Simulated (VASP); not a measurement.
A run of VASP 6.6.1 is set up as follows.

The input INCAR:

```
SYSTEM = LiHgS
ALGO = Normal
EDIFF = 1E-6
ENCUT = 750
GGA = PE
GGA_COMPAT = .FALSE.
ISIF = 2
ISMEAR = 0
LASPH = .TRUE.
LCHARG = .FALSE.
LREAL = .FALSE.
LWAVE = .FALSE.
NBANDS = 22
NELM = 120
PREC = Accurate
SIGMA = 0.1
```

The input KPOINTS:

```
k-points
0
G
  14 14 10
  0 0 0
```

POSCAR

```
LiHgS
1.0
    3.6452581404      0.0000000000      0.0000000000
    0.0000000000      3.6452581404      0.0000000000
    0.0000000000      0.0000000000      5.1954913036
Li Hg S
1 1 1
Direct
    0.5000000000      0.5000000000      0.5000000000
    0.0000000000      0.0000000000      0.0000000000
    0.0000000000      0.0000000000      0.5000000000
```

Potentials or basis: VASP PAW PBE potentials, release 64 (Li_sv, Hg_sv_GW, S).

Run with:

```bash
$ cat potpaw_PBE.64/Li_sv/POTCAR potpaw_PBE.64/Hg_sv_GW/POTCAR potpaw_PBE.64/S/POTCAR > POTCAR
$ mpirun -np 1 vasp_std > vasp.out
```

**Question.** What does it give for the band gap on the k mesh?

**Answer.** Zero (an odd number of electrons rules out a gap without spin polarisation).

**Question.** What does it give for the pressure?

**Answer.** -0.1 GPa.

Caveat: spin-orbit coupling is left out, which moves the levels of the heavy elements.
